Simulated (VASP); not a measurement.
A run of VASP 6.6.1:

Contents of INCAR:

```
ALGO = Fast
EDIFF = 1E-7
ENCUT = 520
GGA = PS
ISIF = 2
ISMEAR = 0
LASPH = T
LCHARG = F
LREAL = F
LWAVE = F
NBANDS = 18
NELM = 80
PREC = Accurate
SIGMA = 0.1
```

The input KPOINTS:

```
k-points
0
Gamma
  16 16 16
```

File POSCAR:

```
Ta
1.0
    3.4773110120      0.0000000000      0.0000000000
    0.0000000000      3.2135126204      0.0000000000
    0.0000000000      0.0000000000      3.2135126204
Ta
2
Direct
    0.0000000000      0.0000000000      0.0000000000
    0.5000000000      0.5000000000      0.5000000000
```

Potentials or basis: VASP PAW PBE potentials, release 64 (Ta_pv).

Launch:

```bash
$ cat potpaw_PBE.64/Ta_pv/POTCAR > POTCAR
$ mpirun -np 1 vasp_std > vasp.out
```

Hardware: 1 thread of Intel(R) Xeon(R) Platinum 8259CL CPU @ 2.50GHz (Skylake/Cascade Lake), on a shared host.

How long does it take, and how much memory?

It took 2.5 min on 1 thread of Intel(R) Xeon(R) Platinum 8259CL CPU @ 2.50GHz (Skylake/Cascade Lake) (shared host), peak memory 0.31 GiB. Counts: scf iterations 15, k points 405.
